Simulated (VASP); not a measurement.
# RbBr (Fm-3m) in VASP: further runs

RbBr is run at these levels: PBEsol; tasks: single point.

Program: VASP 6.6.1. These are calculated values, not measurements. Logs are shortened: lines on timing, memory, paths and dates and some standing lists are left out, and cuts for length are marked.

### 1 The cell of the first run

Symmetry: Fm-3m, No. 225, cubic system. Conventional cell: a = 6.583 Å, b = 6.583 Å, c = 6.583 Å, α = 90.00°, β = 90.00°, γ = 90.00°. Rb (site symmetry m-3m) has 6 Br at 3.29 Å within 4.3 Å. Within 4.3 Å of Br (site symmetry m-3m) lie 6 Rb at 3.29 Å.

### 2 Single point, PBEsol (strained)

Input file INCAR:

```
PREC = Accurate
ENCUT = 520
EDIFF = 1E-7
ISMEAR = 0
SIGMA = 0.02
LREAL = False
LASPH = True
NELM = 100
ALGO = Normal
ISIF = 2
LWAVE = False
LCHARG = False
GGA = PS
NBANDS = 15
```

Input file KPOINTS:

```
regular mesh
0
Gamma
  6 6 6
```

Input file POSCAR:

```
RbBr
1.0
    0.0000000000      3.2917024500      3.2917024500
    3.2917024500      0.0000000000      3.2917024500
    3.2917024500      3.2917024500      0.0000000000
Rb Br
1 1
Direct
    0.0000000000      0.0000000000      0.0000000000
    0.5000000000      0.5000000000      0.5000000000
```

Potentials or basis: VASP PAW PBE potentials, release 64 (Rb_sv, Br).

The run is started by

```console
> cat potpaw_PBE.64/Rb_sv/POTCAR potpaw_PBE.64/Br/POTCAR > POTCAR
> mpirun -np 1 vasp_std > vasp.out
```

OUTCAR:

```text
PREC = Accurate
   ENCUT = 520
   EDIFF = 1E-7
   ISMEAR = 0
   LREAL = False
   LASPH = True
   NELM = 100
   ISIF = 2
   GGA = PS

 ion  position               nearest neighbor table
   1  0.000  0.000  0.000-   2 3.29   2 3.29   2 3.29   2 3.29   2 3.29   2 3.29
   2  0.500  0.500  0.500-   1 3.29   1 3.29   1 3.29   1 3.29   1 3.29   1 3.29

  LATTYP: Found a face centered cubic cell.
 ALAT       =     6.5834049000

  Lattice vectors:

 A1 = (   0.0000000000,   3.2917024500,   3.2917024500)
 A2 = (   3.2917024500,   0.0000000000,   3.2917024500)
 A3 = (   3.2917024500,   3.2917024500,   0.0000000000)

Analysis of symmetry for initial positions (statically):
=====================================================================
 Subroutine PRICEL returns:
 Original cell was already a primitive cell.

 Routine SETGRP: Setting up the symmetry group for a
 face centered cubic supercell.

 Subroutine GETGRP returns: Found 48 space group operations
 (whereof 48 operations were pure point group operations)
 out of a pool of 48 trial point group operations.

The static configuration has the point symmetry O_h .

Analysis of symmetry for dynamics (positions and initial velocities):
=====================================================================
 Subroutine PRICEL returns:
 Original cell was already a primitive cell.

 Routine SETGRP: Setting up the symmetry group for a
 face centered cubic supercell.

 Subroutine GETGRP returns: Found 48 space group operations
 (whereof 48 operations were pure point group operations)
 out of a pool of 48 trial point group operations.

The dynamic configuration has the point symmetry O_h .

 Subroutine INISYM returns: Found 48 space group operations
 (whereof 48 operations are pure point group operations),
 and found     1 'primitive' translations

----------------------------------------------------------------------------------------

                                     Primitive cell

  volume of cell :      71.3332

  direct lattice vectors                    reciprocal lattice vectors
     0.000000000  3.291702450  3.291702450    -0.151897083  0.151897083  0.151897083
     3.291702450  0.000000000  3.291702450     0.151897083 -0.151897083  0.151897083
     3.291702450  3.291702450  0.000000000     0.151897083  0.151897083 -0.151897083

  length of vectors
     4.655170248  4.655170248  4.655170248     0.263093465  0.263093465  0.263093465

  position of ions in fractional coordinates (direct lattice)
     0.000000000  0.000000000  0.000000000
     0.500000000  0.500000000  0.500000000

  ion indices of the primitive-cell ions
   primitive index   ion index
                 1           1
                 2           2

----------------------------------------------------------------------------------------

 KPOINTS: regular mesh

Automatic generation of k-mesh.
 Grid dimensions read from file:
 generate k-points for:    6    6    6

 Generating k-lattice:

  Cartesian coordinates                     Fractional coordinates (reciprocal lattice)
    -0.025316180  0.025316180  0.025316180     0.166666667  0.000000000  0.000000000
     0.025316180 -0.025316180  0.025316180     0.000000000  0.166666667  0.000000000
     0.025316180  0.025316180 -0.025316180     0.000000000  0.000000000  0.166666667

  Length of vectors
     0.043848911  0.043848911  0.043848911

  Shift w.r.t. Gamma in fractional coordinates (k-lattice)
     0.000000000  0.000000000  0.000000000

 Subroutine IBZKPT returns following result:
 ===========================================

 Found     16 irreducible k-points:

 Following reciprocal coordinates:
            Coordinates               Weight
  0.000000  0.000000  0.000000      1.000000
  0.166667  0.000000  0.000000      8.000000
  0.333333  0.000000  0.000000      8.000000
  0.500000  0.000000  0.000000      4.000000
  0.166667  0.166667  0.000000      6.000000
  0.333333  0.166667  0.000000     24.000000
[... 8 lines left out ...]
 -0.333333  0.333333  0.166667     24.000000
 -0.333333  0.500000  0.166667     12.000000
   k-points           NKPTS =     16   k-points in BZ     NKDIM =     16   number of bands    NBANDS=     15
   number of dos      NEDOS =    301   number of ions     NIONS =      2
   total plane-waves  NPLWV =  46656
   dimension x,y,z NGX =    36 NGY =   36 NGZ =   36
   dimension x,y,z NGXF=    72 NGYF=   72 NGZF=   72
   ions per type =               1   1
   NGX,Y,Z   is equivalent  to a cutoff of  12.86, 12.86, 12.86 a.u.
   NGXF,Y,Z  is equivalent  to a cutoff of  25.71, 25.71, 25.71 a.u.
 SYSTEM =  unknown system
   PREC   = accura    normal or accurate (medium, high low for compatibility)
   ISTART =      0    job   : 0-new  1-cont  2-samecut
   ICHARG =      2    charge: 1-file 2-atom 10-const
   ISPIN  =      1    spin polarized calculation?
   LNONCOLLINEAR =      F non collinear calculations
   LSORBIT =      F    spin-orbit coupling
   LASPH  =      T    aspherical Exc in radial PAW
   ENCUT  =  520.0 eV  38.22 Ry    6.18 a.u.   8.66  8.66  8.66*2*pi/ulx,y,z
   NELM   =    100;   NELMIN=  2; NELMDL= -5     # of ELM steps
   EDIFF  = 0.1E-06   stopping-criterion for ELM
   LREAL  =      F    real-space projection
   EDIFFG = 0.1E-05   stopping-criterion for IOM
   NSW    =      0    number of steps for IOM
   IBRION =     -1    ionic relax: 0-MD 1-quasi-New 2-CG
   NFREE  =      0    steps in history (QN), initial steepest desc. (CG)
   ISIF   =      2    stress and relaxation
   ISYM   =      2    0-nonsym 1-usesym 2-fastsym
   POTIM  = 0.5000    time-step for ionic-motion
   TEBEG  =    0.0;   TEEND  =   0.0 temperature during run
   PSTRESS=    0.0 pullay stress
   NELECT =      16.0000    total number of electrons
   NUPDOWN=      -1.0000    fix difference up-down
   EMIN   =  10.00;   EMAX   =-10.00  energy-range for DOS
   EFERMI =   0.00;   METHOD = LEGACY
   ISMEAR =     0;   SIGMA  =   0.02  broadening in eV -4-tet -1-fermi 0-gaus
   EFERMI_NEDOS =   21; number of points for ismear=-14 and -15
   IALGO  =     38    algorithm
   IMIX   =      4    mixing-type and parameters
     AMIX     =   0.40;   BMIX     =  1.00
     AMIX_MAG =   1.60;   BMIX_MAG =  1.00
  volume/ion in A,a.u.               =      35.67       240.69
  Fermi-wavevector in a.u.,A,eV,Ry     =   0.994682  1.879676 13.461499  0.989392
  Thomas-Fermi vector in A             =   2.126650
   LORBIT       =      0    0 simple, 1 ext, 2 COOP (PROOUT), +10 PAW based schemes
   GGA     = PS    functional components
   LHFCALC =     F    Hartree Fock is set to
   AEXX    =    0.0000 exact exchange contribution
   IVDW    =     0    specifies the selected vdW correction
   LEPSILON=     F    determine dielectric tensor
   LRPA    =     F    only Hartree local field effects (RPA)
 non-spin polarized calculation
 Gauss-broadening in eV      SIGMA  =   0.02
  energy-cutoff  :      520.00
  volume of cell :       71.33
 maximum number of plane-waves:      1948
 NGX is ok and might be reduce to    36
   NGX = 17   NGY = 17   NGZ = 17

 number of electron      15.9999998 magnetization

 Free energy of the ion-electron system (eV)
  ---------------------------------------------------
  ext. energy  EPLUGINS =         0.00000000
  ---------------------------------------------------
  free energy    TOTEN  =        -6.29888195 eV

  energy without entropy =       -6.29888195  energy(sigma->0) =       -6.29888195

 E-fermi :  -1.2125     XC(G=0):  -7.9201

 val. band max:       -1.3463439903   @ k =   0.0000   0.0000   0.0000
 cond. band min:       3.1609724686   @ k =   0.0000   0.0000   0.0000
 fundamental gap:      4.5073164589
 Fermi energy:        -1.2125093528

 k-point     1 :       0.0000    0.0000    0.0000
  band No.  band energies     occupation
      1     -25.4752      2.00000
      2     -13.6793      2.00000
      3      -9.5750      2.00000
      4      -9.5750      2.00000
      5      -9.5750      2.00000
      6      -1.3463      2.00000
      7      -1.3463      2.00000
      8      -1.3463      2.00000
      9       3.1610      0.00000
     10       5.8353      0.00000
     11       5.8353      0.00000
     12       5.8353      0.00000
     13       6.8269      0.00000
     14       6.8269      0.00000
     15       9.6820      0.00000

 k-point     2 :       0.1667    0.0000    0.0000
  band No.  band energies     occupation
      1     -25.4705      2.00000
      2     -13.7002      2.00000
      3      -9.5772      2.00000
      4      -9.5772      2.00000
      5      -9.5515      2.00000
      6      -1.7395      2.00000
      7      -1.4810      2.00000
      8      -1.4810      2.00000
      9       3.8978      0.00000
     10       5.7096      0.00000
     11       6.2081      0.00000
     12       6.2081      0.00000
     13       7.3273      0.00000
     14       7.3273      0.00000
     15      10.8133      0.00000

 k-point     3 :       0.3333    0.0000    0.0000
  band No.  band energies     occupation
      1     -25.4611      2.00000
      2     -13.7415      2.00000
      3      -9.5813      2.00000
      4      -9.5813      2.00000
      5      -9.5048      2.00000
      6      -2.3471      2.00000
      7      -1.7275      2.00000
      8      -1.7275      2.00000
      9       5.1430      0.00000
     10       6.0813      0.00000
     11       7.2515      0.00000
     12       7.2515      0.00000
     13       8.5641      0.00000
     14       8.5641      0.00000
     15      10.8818      0.00000
[... 199 lines left out ...]
 k-point    15 :      -0.3333    0.3333    0.1667
  band No.  band energies     occupation
      1     -25.4523      2.00000
      2     -13.6825      2.00000
      3      -9.7380      2.00000
      4      -9.7222      2.00000
      5      -9.5363      2.00000
      6      -2.1511      2.00000
      7      -1.7536      2.00000
      8      -1.7536      2.00000
      9       5.7035      0.00000
     10       5.9253      0.00000
     11       7.6266      0.00000
     12       7.8359      0.00000
     13       9.2270      0.00000
     14      10.0554      0.00000
     15      10.2741      0.00000

 k-point    16 :      -0.3333    0.5000    0.1667
  band No.  band energies     occupation
      1     -25.4511      2.00000
      2     -13.6436      2.00000
      3      -9.8331      2.00000
      4      -9.7406      2.00000
      5      -9.5762      2.00000
      6      -1.8783      2.00000
      7      -1.7955      2.00000
      8      -1.6323      2.00000
      9       4.7918      0.00000
     10       6.7814      0.00000
     11       6.9215      0.00000
     12       7.9922      0.00000
     13       8.9991      0.00000
     14       9.9728      0.00000
     15      10.5701      0.00000

------------------------ aborting loop because EDIFF is reached ----------------------------------------

  FORCE on cell =-STRESS in cart. coord.  units (eV):
  Direction    XX          YY          ZZ          XY          YZ          ZX
  --------------------------------------------------------------------------------------
  -------------------------------------------------------------------------------------
  Total        1.0032611      1.0032611      1.0032611      0.0000000      0.0000000      0.0000000
  in kB       22.5337187     22.5337187     22.5337187      0.0000000      0.0000000      0.0000000
  external PRESSURE =      22.5337187 kB  Pullay stress =       0.0000000 kB

 VOLUME and BASIS-vectors are now :
 -----------------------------------------------------------------------------
  energy-cutoff  :      520.00
  volume of cell :       71.33
      direct lattice vectors                 reciprocal lattice vectors
     0.000000000  3.291702450  3.291702450    -0.151897083  0.151897083  0.151897083
     3.291702450  0.000000000  3.291702450     0.151897083 -0.151897083  0.151897083
     3.291702450  3.291702450  0.000000000     0.151897083  0.151897083 -0.151897083

 POSITION                                       TOTAL-FORCE (eV/Angst)
 -----------------------------------------------------------------------------------
      0.00000      0.00000      0.00000        -0.000000      0.000000      0.000000
      3.29170      3.29170      3.29170         0.000000     -0.000000     -0.000000
 -----------------------------------------------------------------------------------
    total drift:                                0.000000      0.000000      0.000000

  FREE ENERGIE OF THE ION-ELECTRON SYSTEM (eV)
  ---------------------------------------------------
  free  energy   TOTEN  =        -6.2988819472 eV

  energy  without entropy=       -6.2988819472  energy(sigma->0) =       -6.29888195
```

Run time: 41 s. Hardware: 1 thread of AMD EPYC 7R13, shared host; peak memory 0.17 GiB.

What came out:

```yaml
Free_energy: -6.2989 eV
Pressure: 2.3 GPa
Band_gap_on_the_k_mesh: 4.51 eV
```

Caveat: the cell differs from its parent crystal (strained); the PAW data sets were made with another functional, which shifts forces and pressure a little.

### 3 Single point, PBEsol (strained)

INCAR: that of step 2 with these lines changed.

```diff
@@ -2,3 +2,3 @@
 ENCUT = 520
-EDIFF = 1E-7
+EDIFF = 1E-6
 ISMEAR = 0
@@ -7,3 +7,3 @@
 LASPH = True
-NELM = 100
+NELM = 80
 ALGO = Normal
```

Input file KPOINTS:

```
Automatic mesh
0
Gamma
  6 6 6
```

Input file POSCAR:

```
RbBr
1.0
    0.0000000000      3.4701381000      3.4701381000
    3.4701381000      0.0000000000      3.4701381000
    3.4701381000      3.4701381000      0.0000000000
Rb Br
1 1
Direct
    0.0000000000      0.0000000000      0.0000000000
    0.5000000000      0.5000000000      0.5000000000
```

Potentials or basis: VASP PAW PBE potentials, release 64 (Rb_sv, Br).

The run is started by

```console
> cat potpaw_PBE.64/Rb_sv/POTCAR potpaw_PBE.64/Br/POTCAR > POTCAR
> mpirun -np 1 vasp_std > vasp.out
```

It took 32 s on 1 thread of AMD EPYC 7R13, shared host; peak memory 0.18 GiB.

The run converged. Its results:

```
Free energy            : -6.3504 eV
Pressure               : -0.5 GPa
Band gap on the k mesh : 4.13 eV
```

Levels at points of the mesh, in eV from the valence-band top:
```
           k point  band 6  band 7  band 8  band 9  band 10  band 11
(0.00, 0.00, 0.00)    0.00    0.00    0.00    4.13     7.19     7.19
(0.50, 0.00, 0.00)   -0.95   -0.33   -0.33    6.58     7.49     9.33
(0.50, 0.50, 0.00)   -0.47   -0.16   -0.16    5.54     6.88     8.87
```

Caveat: the cell differs from its parent crystal (strained); the PAW data sets were made with another functional, which shifts forces and pressure a little.

### 4 Single point, PBEsol (strained)

INCAR: that of step 3 with these lines changed.

```diff
@@ -2,3 +2,3 @@
 ENCUT = 520
-EDIFF = 1E-6
+EDIFF = 1E-7
 ISMEAR = 0
@@ -7,3 +7,3 @@
 LASPH = True
-NELM = 80
+NELM = 100
 ALGO = Normal
```

KPOINTS is that of step 3.

Input file POSCAR:

```
RbBr
1.0
    0.0000000000      3.5909917500      3.5909917500
    3.5909917500      0.0000000000      3.5909917500
    3.5909917500      3.5909917500      0.0000000000
Rb Br
1 1
Direct
    0.0000000000      0.0000000000      0.0000000000
    0.5000000000      0.5000000000      0.5000000000
```

The run is started by

```console
> cat potpaw_PBE.64/Rb_sv/POTCAR potpaw_PBE.64/Br/POTCAR > POTCAR
> mpirun -np 1 vasp_std > vasp.out
```

It took 45 s on 1 thread of AMD EPYC 7R13, shared host; peak memory 0.21 GiB.

The run converged. Its results:

| Property | Result |
| --- | --- |
| Free energy | -6.2953 eV |
| Pressure | -1.4 GPa |
| Band gap on the k mesh | 3.92 eV |

Levels at points of the mesh, in eV from the valence-band top:
```csv
k point,band 4,band 5,band 6,band 7,band 8,band 9,band 10,band 11,band 12,band 13
"(0.00, 0.00, 0.00)",-8.75,-8.75,0.00,0.00,0.00,3.92,7.15,7.15,7.15,7.94
"(0.50, 0.00, 0.00)",-8.76,-8.73,-0.79,-0.25,-0.25,6.34,7.13,9.02,9.02,9.62
"(0.50, 0.50, 0.00)",-8.79,-8.79,-0.44,-0.15,-0.15,5.63,6.53,8.39,8.82,8.87
```

Caveat: the cell differs from its parent crystal (strained); the PAW data sets were made with another functional, which shifts forces and pressure a little.

### 5 Single point, PBEsol (strained)

Input file INCAR:

```
SYSTEM = RbBr
PREC = Accurate
ENCUT = 520
EDIFF = 1E-6
ISMEAR = 0
SIGMA = 0.02
LREAL = .False.
LASPH = .True.
NELM = 80
ALGO = Normal
ISIF = 2
LWAVE = .False.
LCHARG = .False.
GGA = PS
NBANDS = 15
```

Input file KPOINTS:

```
regular mesh
0
Gamma
  6 6 6
  0 0 0
```

Input file POSCAR:

```
RbBr
1.0
    0.0000000000      3.5117822250      3.5117822250
    3.5117822250      0.0000000000      3.5117822250
    3.5117822250      3.5117822250      0.0000000000
Rb Br
1 1
Direct
    0.0000000000      0.0000000000      0.0000000000
    0.5000000000      0.5000000000      0.5000000000
```

The run is started by

```console
> cat potpaw_PBE.64/Rb_sv/POTCAR potpaw_PBE.64/Br/POTCAR > POTCAR
> mpirun -np 1 vasp_std > vasp.out
```

It took 18 s on 1 thread of Intel Xeon Platinum 8488C (Sapphire Rapids), shared host; peak memory 0.23 GiB.

It converged, with:

* Free energy: -6.3375 eV
* Pressure: -0.9 GPa
* Band gap on the k mesh: 4.05 eV

Levels at points of the mesh, in eV from the valence-band top:
```csv
k point,band 6,band 7,band 8,band 9,band 10,band 11
"(0.00, 0.00, 0.00)",0.00,0.00,0.00,4.05,7.18,7.18
"(0.50, 0.00, 0.00)",-0.89,-0.30,-0.30,6.50,7.36,9.22
"(0.50, 0.50, 0.00)",-0.46,-0.16,-0.16,5.58,6.75,8.70
```

Caveat: the cell differs from its parent crystal (strained); the PAW data sets were made with another functional, which shifts forces and pressure a little.

### 6 Single point, PBEsol (strained)

INCAR: that of step 5 with these lines changed.

```diff
@@ -12,4 +12,6 @@
 LWAVE = .False.
-LCHARG = .False.
+LCHARG = .True.
 GGA = PS
+LELF = .True.
+LVHAR = .True.
 NBANDS = 15
```

KPOINTS is that of step 5.

Input file POSCAR:

```
RbBr
1.0
    0.0000000000      3.5408817000      3.5408817000
    3.5408817000      0.0000000000      3.5408817000
    3.5408817000      3.5408817000      0.0000000000
Rb Br
1 1
Direct
    0.0000000000      0.0000000000      0.0000000000
    0.5000000000      0.5000000000      0.5000000000
```

Potentials or basis: VASP PAW PBE potentials, release 64 (Rb_sv, Br).

The run is started by

```console
> cat potpaw_PBE.64/Rb_sv/POTCAR potpaw_PBE.64/Br/POTCAR > POTCAR
> mpirun -np 1 vasp_std > vasp.out
```

It took 20 s on 1 thread of Intel Xeon Platinum 8488C (Sapphire Rapids), shared host; peak memory 0.23 GiB.

The run converged. Its results:

```
Free energy            : -6.3245 eV
Pressure               : -1.1 GPa
Band gap on the k mesh : 4.00 eV
```

Levels at points of the mesh, in eV from the valence-band top:
```csv
k point,band 4,band 5,band 6,band 7,band 8,band 9,band 10,band 11,band 12,band 13
"(0.00, 0.00, 0.00)",-8.65,-8.65,0.00,0.00,0.00,4.00,7.18,7.18,7.18,7.99
"(0.50, 0.00, 0.00)",-8.66,-8.63,-0.85,-0.28,-0.28,6.44,7.28,9.15,9.15,9.76
"(0.50, 0.50, 0.00)",-8.70,-8.70,-0.45,-0.15,-0.15,5.60,6.67,8.58,8.96,8.99
```

Caveat: the cell differs from its parent crystal (strained); the PAW data sets were made with another functional, which shifts forces and pressure a little.

### 7 Summary

| cell | gap on the mesh (eV) | pressure (GPa) |
| --- | --- | --- |
| a = 4.655 Å, angles 60.0°, 2 atoms | 4.51 | 2.3 |
| a = 4.908 Å, angles 60.0°, 2 atoms | 4.13 | -0.5 |
| a = 5.078 Å, angles 60.0°, 2 atoms | 3.92 | -1.4 |
| a = 4.966 Å, angles 60.0°, 2 atoms | 4.05 | -0.9 |
| a = 5.008 Å, angles 60.0°, 2 atoms | 4.00 | -1.1 |

Alike in all rows: task single point; level PBEsol; potentials or basis VASP PAW PBE potentials, release 64 (Rb_sv, Br); no spin polarisation; k mesh 6 × 6 × 6; cutoff (eV) 520; smearing gaussian 0.02 eV.

Caveats: the PAW data sets were made with another functional, which shifts forces and pressure a little.

Absolute energies hang on the potentials; compare differences alone.
